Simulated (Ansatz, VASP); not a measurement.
## Mn3Si in VASP and in Ansatz

File INCAR:

```
  ALGO = Normal
  EDIFF = 1E-7
  ENCUT = 520
  GGA = CA
  ISIF = 2
  ISMEAR = -1
  ISPIN = 2
  LASPH = True
  LCHARG = False
  LMAXMIX = 4
  LORBIT = 11
  LREAL = False
  LWAVE = False
  MAGMOM = 2.4 -0.7 -0.7 0
  NBANDS = 34
  NELM = 150
  PREC = Accurate
  SIGMA = 0.05
```

The input KPOINTS:

```
k-points
0
Gamma
  10 10 10
```

File POSCAR:

```
Mn3Si
1.0
    0.0000000000      2.8610000000      2.8610000000
    2.8610000000      0.0000000000      2.8610000000
    2.8610000000      2.8610000000      0.0000000000
Mn Si
3 1
Direct
    0.5000000000      0.5000000000      0.5000000000
    0.2500000000      0.2500000000      0.2500000000
    0.7500000000      0.7500000000      0.7500000000
    0.0000000000      0.0000000000      0.0000000000
```

Input for Ansatz:

```yaml
crystal:
  lattice:
    - [0.0, 2.861, 2.861]
    - [2.861, 0.0, 2.861]
    - [2.861, 2.861, 0.0]
  atoms:
    - { symbol: Mn, position: [0.5, 0.5, 0.5], spin: 2.4 }
    - { symbol: Mn, position: [0.25, 0.25, 0.25], spin: -0.7 }
    - { symbol: Mn, position: [0.75, 0.75, 0.75], spin: -0.7 }
    - { symbol: Si, position: [0.0, 0.0, 0.0] }
magnetization:
  spin_polarized: true
kpoints:
  mp_grid: { grid: [10, 10, 10] }
scf:
  occupations: { method: fermi_dirac, width: 0.05 }
  lower_state_search: "off"
hamiltonian:
  xc: lda
  pseudopotentials: { kind: all_electron, lapw: { basis_error: 0.001 } }
output:
  forces: true
  stress: true
  eigenvalues: false
  populations: true
  dos: { projected: true, de: 0.1, e_range: [-8, 5] }
```

Alike in both runs: task single point; functional LDA; k mesh 10 × 10 × 10; occupations fermi-dirac, width 0.05 eV; collinear spin.

|  | VASP | Ansatz |
| --- | --- | --- |
| version | VASP 6.6.1 | Ansatz 0.2.0 |
| potentials or method | VASP PAW LDA potentials, release 64 (Mn_pv, Si), cutoff 520 eV | all-electron LAPW, scalar-relativistic |

Ansatz gave:

* pressure (GPa): -23.4
* net moment per atom (μB): 0.26
* size of the moment on the site where the two differ most (μB): 2.43

Question: What did VASP give for the same quantities?

Answer: Pressure (GPa): -24.0; net moment per atom (μB): 0.27; size of the moment on the site where the two differ most (μB): 2.29.

LDA's correlation is that of Perdew and Zunger in VASP and of Perdew and Wang (1992) in Ansatz. Site moments also hang on the region over which each program counts them. Ansatz ran all-electron here, and VASP with PAW potentials.
